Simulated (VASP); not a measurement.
Input of a VASP 6.6.1 run:

Contents of POSCAR:

```
WS2
1.0
    3.1835160000      0.0000000000      0.0000000000
   -1.5917580000      2.7570057294      0.0000000000
    0.0000000000      0.0000000000     16.9505780000
W S
1 2
Direct
    0.3333330000      0.6666670000      0.0000000000
    0.6666670000      0.3333330000      0.9079990000
    0.6666670000      0.3333330000      0.0920010000
```

INCAR.step1

```
SYSTEM = WS2
PREC = Accurate ; ENCUT = 520
ISMEAR = -1 ; SIGMA = 0.1
LREAL = .FALSE. ; LASPH = .TRUE.
NELM = 100 ; NBANDS = 20
GGA = PE ; ALGO = Normal
EDIFF = 1E-4 ; LWAVE = .TRUE.
LCHARG = .FALSE.
```

File INCAR.step2:

```
SYSTEM = WS2
PREC = Accurate ; ENCUT = 520
EDIFF = 1E-6 ; ISMEAR = -1
SIGMA = 0.1 ; LREAL = .FALSE.
LASPH = .TRUE. ; NELM = 100
ALGO = Normal ; ISIF = 2
LWAVE = .FALSE. ; LCHARG = .FALSE.
METAGGA = R2SCAN ; LMIXTAU = .TRUE.
IVDW = 13 ; VDW_S6 = 1.0
VDW_S8 = 0.6018749 ; VDW_A1 = 0.51559235
VDW_A2 = 5.77342911 ; NBANDS = 20
ISTART = 1
```

The input KPOINTS:

```
regular mesh
0
G
  6 6 1
  0 0 0
```

Potentials or basis: VASP PAW PBE potentials, release 64 (W_sv, S).

Launch:

```bash
$ cat potpaw_PBE.64/W_sv/POTCAR potpaw_PBE.64/S/POTCAR > POTCAR
$ cp INCAR.step1 INCAR
$ mpirun -np 1 vasp_std > vasp.out
$ cp INCAR.step2 INCAR
$ mpirun -np 1 vasp_std > vasp.out
```

Problem. Predict the dispersion energy per atom.

Solution. -0.105 eV.

Problem. Estimate the largest force.

Solution. 0.027 eV/Å.

Problem. Predict the band gap on the k mesh.

Solution. 1.90 eV, indirect (least direct gap 1.92 eV).

Forces in eV/Å, atoms in the order of the input:
```
W    0.000  0.000  0.000
S    0.000  0.000  0.027
S    0.000  0.000 -0.027
```

Caveat: the PAW data sets were made with another functional, which shifts forces and pressure a little; spin-orbit coupling is left out, which moves the levels of the heavy elements.
